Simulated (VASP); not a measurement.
# PtSe2 (P-3m1) in VASP: notebook

The runs below take PtSe2 through electric field gradients, with PBEsol, r2SCAN, PBE, LDA.

Everything below comes from runs of VASP 6.6.1. Logs are shortened: lines on timing, memory, paths and dates and some standing lists are left out, and cuts for length are marked.

### 1 The cell of the first run

Symmetry: P-3m1, No. 164, trigonal system. The conventional cell has a = 3.728 Å, b = 3.728 Å, c = 5.031 Å, α = 90.00°, β = 90.00°, γ = 120.00°. Pt (site symmetry -3m) has 6 Se at 2.52 Å within 3.3 Å. Se (site symmetry 3m) has 3 Pt at 2.52 Å and 6 Se at 3.23 to 3.39 Å within 3.4 Å.

### 2 Electric field gradients, PBEsol

Input file INCAR:

```
SYSTEM = PtSe2
PREC     = Accurate       ! precision mode
ENCUT    = 520            ! plane-wave cutoff, eV
EDIFF    = 1E-8           ! SCF threshold, eV
ISMEAR   = -1             ! smearing method
SIGMA    = 0.05           ! smearing width, eV
LREAL    = .FALSE.        ! projectors in reciprocal space
LASPH    = .TRUE.         ! aspherical terms in the spheres
NELM     = 100            ! most SCF steps
ALGO     = Normal         ! electronic algorithm
ISIF     = 2              ! what is computed and relaxed
LWAVE    = .FALSE.        ! write WAVECAR
LCHARG   = .FALSE.        ! write CHGCAR
GGA      = PS             ! functional
LEFG     = .TRUE.       
NBANDS   = 18             ! bands
```

Input file KPOINTS:

```
Automatic mesh
0
G
  14 14 9
  0 0 0
```

Input file POSCAR:

```
PtSe2
1.0
    3.7278000000      0.0000000000      0.0000000000
   -1.8639000000      3.2283695002      0.0000000000
    0.0000000000      0.0000000000      5.0313000000
Pt Se
1 2
Direct
    0.0000000000      0.0000000000      0.0000000000
    0.3333333333      0.6666666667      0.2602149854
    0.6666666667      0.3333333333      0.7397850146
```

Potentials or basis: VASP PAW PBE potentials, release 64 (Pt, Se).

Launch:

```sh
$ cat potpaw_PBE.64/Pt/POTCAR potpaw_PBE.64/Se/POTCAR > POTCAR
$ mpirun -np 1 vasp_std > vasp.out
```

OUTCAR:

```text
SYSTEM = PtSe2
   PREC = Accurate
   ENCUT = 520
   EDIFF = 1E-8
   ISMEAR = -1
   LREAL = .FALSE.
   LASPH = .TRUE.
   NELM = 100
   ISIF = 2
   GGA = PS

 ion  position               nearest neighbor table
   1  0.000  0.000  0.000-   2 2.52   3 2.52   2 2.52   3 2.52   3 2.52   2 2.52
   2  0.333  0.667  0.260-   1 2.52   1 2.52   1 2.52
   3  0.667  0.333  0.740-   1 2.52   1 2.52   1 2.52

  LATTYP: Found a hexagonal cell.
 ALAT       =     3.7278000000
 C/A-ratio  =     1.3496700467

  Lattice vectors:

 A1 = (   3.7278000000,   0.0000000000,   0.0000000000)
 A2 = (  -1.8639000000,   3.2283695002,   0.0000000000)
 A3 = (   0.0000000000,   0.0000000000,   5.0313000000)

Analysis of symmetry for initial positions (statically):
=====================================================================
 Subroutine PRICEL returns:
 Original cell was already a primitive cell.

 Routine SETGRP: Setting up the symmetry group for a
 hexagonal supercell.

 Subroutine GETGRP returns: Found 12 space group operations
 (whereof 12 operations were pure point group operations)
 out of a pool of 24 trial point group operations.

The static configuration has the point symmetry D_3d.

Analysis of symmetry for dynamics (positions and initial velocities):
=====================================================================
 Subroutine PRICEL returns:
 Original cell was already a primitive cell.

 Routine SETGRP: Setting up the symmetry group for a
 hexagonal supercell.

 Subroutine GETGRP returns: Found 12 space group operations
 (whereof 12 operations were pure point group operations)
 out of a pool of 24 trial point group operations.

The dynamic configuration has the point symmetry D_3d.

 Subroutine INISYM returns: Found 12 space group operations
 (whereof 12 operations are pure point group operations),
 and found     1 'primitive' translations

----------------------------------------------------------------------------------------

                                     Primitive cell

  volume of cell :      60.5503

[... 128 lines left out ...]

 Free energy of the ion-electron system (eV)
  ---------------------------------------------------
  ext. energy  EPLUGINS =         0.00000000
  ---------------------------------------------------
  free energy    TOTEN  =       -15.89632456 eV

  energy without entropy =      -15.89022290  energy(sigma->0) =      -15.89327373

 E-fermi :   6.3469     XC(G=0): -10.8654

 val. band max:        6.3458341825   @ k =   0.0000   0.2857   0.3333
 cond. band min:       6.3838166412   @ k =  -0.2143   0.5000   0.1111
 fundamental gap:      0.0379824588
 Fermi energy:         6.3469467601

 k-point     1 :       0.0000    0.0000    0.0000
  band No.  band energies     occupation
      1      -9.2180      2.00000
      2      -6.4058      2.00000
      3      -0.8105      2.00000
      4       0.1715      2.00000
      5       0.1715      2.00000
      6       2.5290      2.00000
[... 481 lines left out ...]
      5       0.4609      2.00000
      6       1.6708      2.00000
[... 10 lines left out ...]
     17      15.0450      0.00000
     18      16.7758      0.00000

 [... further k-points ...]

------------------------ aborting loop because EDIFF is reached ----------------------------------------

  FORCE on cell =-STRESS in cart. coord.  units (eV):
  Direction    XX          YY          ZZ          XY          YZ          ZX
  --------------------------------------------------------------------------------------
  -------------------------------------------------------------------------------------
  Total        0.0087994      0.0087994     -0.7975266      0.0000000      0.0000000      0.0000000
  in kB        0.2328342      0.2328342    -21.1027817      0.0000000      0.0000000      0.0000000
  external PRESSURE =      -6.8790378 kB  Pullay stress =       0.0000000 kB

 VOLUME and BASIS-vectors are now :
 -----------------------------------------------------------------------------
  energy-cutoff  :      520.00
  volume of cell :       60.55
      direct lattice vectors                 reciprocal lattice vectors
     3.727800000  0.000000000  0.000000000     0.268254735  0.154876943  0.000000000
    -1.863900000  3.228369500  0.000000000     0.000000000  0.309753887  0.000000000
     0.000000000  0.000000000  5.031300000     0.000000000  0.000000000  0.198755789

 POSITION                                       TOTAL-FORCE (eV/Angst)
 -----------------------------------------------------------------------------------
      0.00000      0.00000      0.00000         0.000000      0.000000      0.000000
     -0.00000      2.15225      1.30922         0.000000     -0.000000     -0.214947
      1.86390      1.07612      3.72208        -0.000000      0.000000      0.214947
 -----------------------------------------------------------------------------------
    total drift:                               -0.000000     -0.000000      0.000000

  FREE ENERGIE OF THE ION-ELECTRON SYSTEM (eV)
  ---------------------------------------------------
  free  energy   TOTEN  =       -15.8963245647 eV

  energy  without entropy=      -15.8902229044  energy(sigma->0) =      -15.89327373

 Electric field gradients (V/A^2)
---------------------------------------------------------------------
 ion       V_xx      V_yy      V_zz      V_xy      V_xz      V_yz
---------------------------------------------------------------------
   1     -64.538   -64.538   129.076    -0.000    -0.000     0.000
   2      12.535    12.535   -25.070    -0.000    -0.000     0.000
   3      12.535    12.535   -25.070    -0.000    -0.000     0.000
---------------------------------------------------------------------

 Electric field gradients after diagonalization (V/A^2)
 (convention: |V_zz| > |V_xx| > |V_yy|)
----------------------------------------------------------------------
 ion       V_xx      V_yy      V_zz     asymmetry (V_yy - V_xx)/ V_zz
----------------------------------------------------------------------
   1     -64.538   -64.538   129.076       0.000
   2      12.535    12.535   -25.070       0.000
   3      12.535    12.535   -25.070       0.000
----------------------------------------------------------------------

           NMR quadrupolar parameters

 Cq : quadrupolar parameter    Cq=e*Q*V_zz/h
 eta: asymmetry parameters     (V_yy - V_xx)/ V_zz
 Q  : nuclear electric quadrupole moment in mb (millibarn)
----------------------------------------------------------------------
 ion       Cq(MHz)       eta       Q (mb)
----------------------------------------------------------------------
   1       0.312       0.000       1.000
   2      -0.061       0.000       1.000
   3      -0.061       0.000       1.000
----------------------------------------------------------------------
```

stdout:

```text
POSCAR found type information on POSCAR PtSe
 POSCAR found :  2 types and       3 ions
 scaLAPACK will be used
 -----------------------------------------------------------------------------
|                                                                             |
|                                                                             |
|     You enforced a specific xc type in the INCAR file but a different       |
|     I HOPE YOU KNOW WHAT YOU ARE DOING!                                     |
|                                                                             |
 -----------------------------------------------------------------------------

 LDA part: xc-table for (Slater+PW92), standard interpolation
 POSCAR, INCAR and KPOINTS ok, starting setup
 FFT: planning ... GRIDC
 FFT: planning ... GRID_SOFT
 FFT: planning ... GRID
 WAVECAR not read
 entering main loop
ion   1

ion   2

ion   3
```

Run time: 94 s. Hardware: 1 thread of Intel Xeon Platinum 8488C (Sapphire Rapids), shared host; peak memory 0.33 GiB.

What came out:

```
Free energy                             : -15.8963 eV
Pressure                                : -0.7 GPa
Largest force                           : 0.215 eV/Å
Band gap on the k mesh                  : zero (bands 11 and 12 overlap by 0.66 eV)
Largest electric field gradient by atom : Pt +129.1; Se -25.1 V/Å²
```

Forces on the atoms (eV/Å):
```
Pt   0.000  0.000  0.000
Se   0.000  0.000 -0.215
Se   0.000  0.000  0.215
```

Electric field gradients, principal values (V/Å²):
```
atom    least   middle  greatest (by size)
1 Pt  -64.538  -64.538             129.076
2 Se   12.535   12.535             -25.070
3 Se   12.535   12.535             -25.070
```

Caveat: without QUAD_EFG the Cq values of the log hold for a quadrupole moment of 1 mb, not for the nuclei; the PAW data sets were made with another functional, which shifts forces and pressure a little; spin-orbit coupling is left out, which moves the levels of the heavy elements.

### 3 Electric field gradients, r2SCAN

POSCAR is that of step 2.

Input file INCAR.step1:

```
  ALGO = Normal
  EDIFF = 1E-4
  ENCUT = 520
  GGA = PE
  ISMEAR = -1
  LASPH = True
  LCHARG = False
  LREAL = False
  LWAVE = True
  NBANDS = 18
  NELM = 80
  PREC = Accurate
  SIGMA = 0.05
```

Input file INCAR.step2:

```
  ALGO = Normal
  EDIFF = 1E-8
  ENCUT = 520
  ISIF = 2
  ISMEAR = -1
  ISTART = 1
  LASPH = True
  LCHARG = False
  LEFG = True
  LMIXTAU = True
  LREAL = False
  LWAVE = False
  METAGGA = R2SCAN
  NBANDS = 18
  NELM = 80
  PREC = Accurate
  SIGMA = 0.05
```

Input file KPOINTS:

```
k-points
0
Gamma
  14 14 9
```

Potentials or basis: VASP PAW PBE potentials, release 64 (Pt, Se).

Launch:

```sh
$ cat potpaw_PBE.64/Pt/POTCAR potpaw_PBE.64/Se/POTCAR > POTCAR
$ cp INCAR.step1 INCAR
$ mpirun -np 1 vasp_std > vasp.out
$ cp INCAR.step2 INCAR
$ mpirun -np 1 vasp_std > vasp.out
```

OUTCAR:

```text
EDIFF = 1E-8
   ENCUT = 520
   ISIF = 2
   ISMEAR = -1
   ISTART = 1
   LASPH = True
   LREAL = False
   METAGGA = R2SCAN
   NELM = 80
   PREC = Accurate

 ion  position               nearest neighbor table
   1  0.000  0.000  0.000-   2 2.52   3 2.52   2 2.52   3 2.52   3 2.52   2 2.52
   2  0.333  0.667  0.260-   1 2.52   1 2.52   1 2.52
   3  0.667  0.333  0.740-   1 2.52   1 2.52   1 2.52

  LATTYP: Found a hexagonal cell.
 ALAT       =     3.7278000000
 C/A-ratio  =     1.3496700467

  Lattice vectors:

 A1 = (   3.7278000000,   0.0000000000,   0.0000000000)
 A2 = (  -1.8639000000,   3.2283695002,   0.0000000000)
 A3 = (   0.0000000000,   0.0000000000,   5.0313000000)

Analysis of symmetry for initial positions (statically):
=====================================================================
 Subroutine PRICEL returns:
 Original cell was already a primitive cell.

 Routine SETGRP: Setting up the symmetry group for a
 hexagonal supercell.

 Subroutine GETGRP returns: Found 12 space group operations
 (whereof 12 operations were pure point group operations)
 out of a pool of 24 trial point group operations.

The static configuration has the point symmetry D_3d.

Analysis of symmetry for dynamics (positions and initial velocities):
=====================================================================
 Subroutine PRICEL returns:
 Original cell was already a primitive cell.

 Routine SETGRP: Setting up the symmetry group for a
 hexagonal supercell.

 Subroutine GETGRP returns: Found 12 space group operations
[... 648 lines left out ...]
      5       0.1857      2.00000
      6       1.3974      2.00000
[... 10 lines left out ...]
     17      15.6035      0.00000
     18      17.3386      0.00000

 [... further k-points ...]

------------------------ aborting loop because EDIFF is reached ----------------------------------------

  FORCE on cell =-STRESS in cart. coord.  units (eV):
  Direction    XX          YY          ZZ          XY          YZ          ZX
  --------------------------------------------------------------------------------------
  -------------------------------------------------------------------------------------
  Total        0.8958100      0.8958100      0.6189596      0.0000000      0.0000000      0.0000000
  in kB       23.7033882     23.7033882     16.3778471      0.0000000      0.0000000      0.0000000
  external PRESSURE =      21.2615412 kB  Pullay stress =       0.0000000 kB

 VOLUME and BASIS-vectors are now :
 -----------------------------------------------------------------------------
  energy-cutoff  :      520.00
  volume of cell :       60.55
      direct lattice vectors                 reciprocal lattice vectors
     3.727800000  0.000000000  0.000000000     0.268254735  0.154876943  0.000000000
    -1.863900000  3.228369500  0.000000000     0.000000000  0.309753887  0.000000000
     0.000000000  0.000000000  5.031300000     0.000000000  0.000000000  0.198755789

 POSITION                                       TOTAL-FORCE (eV/Angst)
 -----------------------------------------------------------------------------------
      0.00000      0.00000      0.00000        -0.000000      0.000000      0.000000
     -0.00000      2.15225      1.30922         0.000000      0.000000     -0.228828
      1.86390      1.07612      3.72208         0.000000      0.000000      0.228828
 -----------------------------------------------------------------------------------
    total drift:                               -0.000000     -0.000000      0.000000

  FREE ENERGIE OF THE ION-ELECTRON SYSTEM (eV)
  ---------------------------------------------------
  free  energy   TOTEN  =       -81.4283354386 eV

  energy  without entropy=      -81.4236967051  energy(sigma->0) =      -81.42601607

 Electric field gradients (V/A^2)
---------------------------------------------------------------------
 ion       V_xx      V_yy      V_zz      V_xy      V_xz      V_yz
---------------------------------------------------------------------
   1     -60.486   -60.486   120.972    -0.000    -0.000     0.000
   2      22.198    22.198   -44.396    -0.000    -0.000     0.000
   3      22.198    22.198   -44.396    -0.000    -0.000     0.000
---------------------------------------------------------------------

 Electric field gradients after diagonalization (V/A^2)
 (convention: |V_zz| > |V_xx| > |V_yy|)
----------------------------------------------------------------------
 ion       V_xx      V_yy      V_zz     asymmetry (V_yy - V_xx)/ V_zz
----------------------------------------------------------------------
   1     -60.487   -60.486   120.972       0.000
   2      22.198    22.198   -44.396       0.000
   3      22.198    22.198   -44.396       0.000
----------------------------------------------------------------------

           NMR quadrupolar parameters

 Cq : quadrupolar parameter    Cq=e*Q*V_zz/h
 eta: asymmetry parameters     (V_yy - V_xx)/ V_zz
 Q  : nuclear electric quadrupole moment in mb (millibarn)
----------------------------------------------------------------------
 ion       Cq(MHz)       eta       Q (mb)
----------------------------------------------------------------------
   1       0.293       0.000       1.000
   2      -0.107       0.000       1.000
   3      -0.107       0.000       1.000
----------------------------------------------------------------------
```

OUTCAR.step1:

```text
EDIFF = 1E-4
   ENCUT = 520
   GGA = PE
   ISMEAR = -1
   LASPH = True
   LREAL = False
[... 727 lines left out ...]
      0.00000      0.00000      0.00000         0.000000      0.000000      0.000000
     -0.00000      2.15225      1.30922        -0.000000      0.000000      0.006967
      1.86390      1.07612      3.72208         0.000000     -0.000000     -0.006967
 -----------------------------------------------------------------------------------
    total drift:                               -0.000000     -0.000000      0.000000

  FREE ENERGIE OF THE ION-ELECTRON SYSTEM (eV)
  ---------------------------------------------------
  free  energy   TOTEN  =       -14.2131408041 eV

  energy  without entropy=      -14.2073376250  energy(sigma->0) =      -14.21023921
```

OSZICAR.step1:

```text
N       E                     dE             d eps       ncg     rms          rms(c)
DAV:   1     0.109905968968E+03    0.10991E+03   -0.10062E+04  6680   0.108E+03
DAV:   2    -0.983901776750E+01   -0.11974E+03   -0.11575E+03  8128   0.211E+02
DAV:   3    -0.149319086718E+02   -0.50929E+01   -0.50501E+01  8006   0.431E+01
DAV:   4    -0.149711047935E+02   -0.39196E-01   -0.39178E-01  8266   0.412E+00
DAV:   5    -0.149714995488E+02   -0.39476E-03   -0.39475E-03  7874   0.405E-01    0.124E+01
DAV:   6    -0.144393307168E+02    0.53217E+00   -0.40474E+00  6834   0.184E+01    0.776E+00
DAV:   7    -0.142302521741E+02    0.20908E+00   -0.78604E-01  6760   0.880E+00    0.384E+00
DAV:   8    -0.142151057309E+02    0.15146E-01   -0.48635E-02  7300   0.155E+00    0.812E-01
DAV:   9    -0.142129722095E+02    0.21335E-02   -0.66521E-03  7462   0.793E-01    0.176E-01
DAV:  10    -0.142131407073E+02   -0.16850E-03   -0.11461E-03  7768   0.213E-01    0.417E-02
DAV:  11    -0.142131408041E+02   -0.96816E-07   -0.45990E-05  3814   0.568E-02
   1 F= -.14213141E+02 E0= -.14210239E+02  d E =-.580318E-02
```

Run time: 8.5 min. Hardware: 1 thread of Intel Xeon Platinum 8488C (Sapphire Rapids), shared host; peak memory 0.34 GiB.

What came out:

| Property | Result |
| --- | --- |
| Free energy | -81.4283 eV |
| Pressure | 2.1 GPa |
| Largest force | 0.229 eV/Å |
| Band gap on the k mesh | zero (bands 11 and 12 overlap by 0.50 eV) |
| Largest electric field gradient by atom | Pt +121.0; Se -44.4 V/Å² |

Forces in eV/Å, atoms in the order of the input:
```
Pt   0.000  0.000  0.000
Se   0.000  0.000 -0.229
Se   0.000  0.000  0.229
```

Levels at points of the mesh, in eV from the Fermi level:
```tsv
k point	band 7	band 8	band 9	band 10	band 11	band 12	band 13	band 14	band 15	band 16
(0.00, 0.00, 0.00)	-4.14	-2.82	-1.12	-1.12	0.49	1.28	1.28	3.98	4.66	7.77
(0.50, 0.00, 0.00)	-4.04	-3.68	-3.62	-3.53	-3.10	0.61	2.39	5.18	6.35	7.30
```

Electric field gradients, principal values (V/Å²):
```csv
atom,least,middle,greatest (by size)
1 Pt,-60.486,-60.487,120.972
2 Se,22.198,22.198,-44.396
3 Se,22.198,22.198,-44.396
```

Caveat: without QUAD_EFG the Cq values of the log hold for a quadrupole moment of 1 mb, not for the nuclei; the PAW data sets were made with another functional, which shifts forces and pressure a little; spin-orbit coupling is left out, which moves the levels of the heavy elements.

(Continued in part 2 of 2.)
